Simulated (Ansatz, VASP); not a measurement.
One calculation of Ti, two programs

INCAR

```
ALGO = Fast
EDIFF = 1E-6
EDIFFG = -0.005
ENCUT = 600
GGA = CA
IBRION = 2
ISIF = 3
ISMEAR = 0
LASPH = T
LCHARG = F
LREAL = F
LWAVE = F
NELM = 100
NSW = 100
PREC = Accurate
SIGMA = 0.1
```

Contents of KPOINTS:

```
k-points
0
Gamma
  18 18 10
```

File POSCAR:

```
Ti
1.0
    2.8536065666      0.0000000000      0.0000000000
   -1.4268032833      2.4712957791      0.0000000000
    0.0000000000      0.0000000000      4.5623191347
Ti
2
Direct
    0.3333333333      0.6666666667      0.2500000000
    0.6666666667      0.3333333333      0.7500000000
```

Input for Ansatz:

```yaml
crystal:
  lattice:
    - [2.8536065651, 0.0, 0.0]
    - [-1.4268032825, 2.4712957778, 0.0]
    - [0.0, 0.0, 4.5623191353]
  atoms:
    - { symbol: Ti, position: [0.3333333333, 0.6666666667, 0.25] }
    - { symbol: Ti, position: [0.6666666667, 0.3333333333, 0.75] }
basis:
  ecutwfc: 420
kpoints:
  mp_grid: { grid: [18, 18, 10] }
hamiltonian:
  xc: lda
scf:
  occupations: { method: gaussian, width: 0.1 }
output:
  forces: true
  stress: true
  eigenvalues: true
relax:
  adjacent_minimum: "off"
  f_tol: 0.005
  max_steps: 80
  cell: { stress_tol: 0.05 }
```

Alike in both runs: task relaxation of cell and atoms; functional LDA; k mesh 18 × 18 × 10; occupations gaussian, width 0.1 eV; no spin polarisation.

|  | VASP | Ansatz |
| --- | --- | --- |
| version | VASP 6.6.1 | Ansatz 0.2.0 |
| potentials or method | VASP PAW LDA potentials, release 64 (Ti_sv), cutoff 600 eV | scalar-relativistic, plane waves, PAW |
| valence electrons in the cell | 24 | 24 |

|  | VASP | Ansatz | Ansatz less VASP |
| --- | --- | --- | --- |
| gap on the k mesh at the Fermi level, each at its own relaxed structure (eV) | none | none | - |
| relaxed volume (Å³/atom) | 16.09 | 16.11 | +0.020 |
| relaxed cell length with the largest relative difference (Å) | 2.863 | 2.864 | +0.0012 |

LDA's correlation is that of Perdew and Zunger in VASP and of Perdew and Wang (1992) in Ansatz. A gap of «none» marks a metal or a gap that the smearing closes.
